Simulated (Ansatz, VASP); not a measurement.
**One calculation of Ti2Cl, two programs**

```xyz
3
Lattice="4.6409 0.0000 0.0000 -2.3204 4.0191 0.0000 0.0000 0.0000 2.8637" Properties=species:S:1:pos:R:3 pbc="T T T"
Ti    0.0000    2.6794    0.0000
Ti    2.3204    1.3397    0.0000
Cl    0.0000    0.0000    0.0000
```

Alike in both runs: functional PBE; k mesh 6 × 6 × 6; occupations gaussian, width 0.1 eV; no spin polarisation.

Ansatz relaxed the structure, and its values are those at the end. VASP's run is a single point on that final structure, the one shown.

```csv
,VASP,Ansatz
version,VASP 6.6.1,Ansatz 0.2.0
potentials or method,"VASP PAW PBE potentials, release 64 (Ti_sv, Cl), cutoff 520 eV","scalar-relativistic, plane waves, PAW"
valence electrons in the cell,31,31
```

|  | VASP | Ansatz | Ansatz less VASP |
| --- | --- | --- | --- |
| gap on the k mesh at the Fermi level (eV) | none | none | - |
| pressure (GPa) | -0.1 | 0.0 | +0.03 |

A gap of «none» marks a metal or a gap that the smearing closes. With one functional, cell and mesh, what is left measures potentials, basis and numerics.

The k mesh is coarse, so the values compare programs but aren't converged.
